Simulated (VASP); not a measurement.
Here is a VASP 6.6.1 calculation.

The input INCAR:

```
PREC = Accurate
ENCUT = 520
EDIFF = 1E-6
ISMEAR = 0
SIGMA = 0.1
LREAL = F
LASPH = T
NELM = 100
ALGO = Normal
ISIF = 2
LWAVE = F
LCHARG = T
GGA = PS
LELF = T
LVHAR = T
NBANDS = 21
```

File KPOINTS:

```
Automatic mesh
0
Gamma
  18 18 10
```

File POSCAR:

```
Ru
1.0
    2.6611725211      0.0000000000      0.0000000000
   -1.3305862606      2.3046430071      0.0000000000
    0.0000000000      0.0000000000      4.2127113592
Ru
2
Direct
    0.3333333333      0.6666666667      0.2500000000
    0.6666666667      0.3333333333      0.7500000000
```

Potentials or basis: VASP PAW PBE potentials, release 64 (Ru_pv).

Run with:

```sh
$ cat potpaw_PBE.64/Ru_pv/POTCAR > POTCAR
$ mpirun -np 1 vasp_std > vasp.out
```

(1) Predict the pressure.

(2) Predict the band gap on the k mesh.

Answers

(1) 11.4 GPa.

(2) zero (bands 14 and 15 overlap by 3.38 eV).

Caveat: the cell stands under pressure; the PAW data sets were made with another functional, which shifts forces and pressure a little.
